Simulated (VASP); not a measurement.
Li: single point with r2SCAN

The system is Li.

```
CELL_PARAMETERS angstrom
3.47674 0.00000 0.00000
0.00000 3.47674 0.00000
0.00000 0.00000 3.47674
ATOMIC_POSITIONS crystal
Li 0.00000 0.00000 0.00000
Li 0.50000 0.50000 0.50000
```

- Program: VASP 6.6.1
- Task: single point
- Functional: r2SCAN
- Potentials or basis: VASP PAW PBE potentials, release 64 (Li_sv)
- Cutoff: 520 eV
- k mesh: 20 × 20 × 20
- Occupations: methfessel-paxton, width 0.1 eV
- Spin: no spin polarisation
- Dipole correction: no
- Further INCAR settings: ALGO = Normal; EDIFF = 1e-07; NBANDS = 10

```yaml
Band_gap_on_the_k_mesh: zero (bands 3 and 4 overlap by 4.82 eV)
```

Levels at points of the mesh, in eV from the Fermi level:
```csv
k point,band 1,band 2,band 3,band 4,band 5,band 6
"(0.00, 0.00, 0.00)",-48.17,-48.14,-3.84,5.92,5.92,5.92
"(0.50, 0.00, 0.00)",-48.15,-48.15,-1.26,-1.26,9.11,9.11
"(0.50, 0.50, 0.00)",-48.15,-48.15,0.26,0.26,3.37,3.37
"(0.50, 0.50, 0.50)",-48.15,-48.15,3.56,3.56,3.56,3.56
```

Wall time 5.2 min on 1 thread of Intel(R) Xeon(R) Platinum 8559C (Emerald Rapids), with other jobs on the host, peak memory 0.21 GiB.
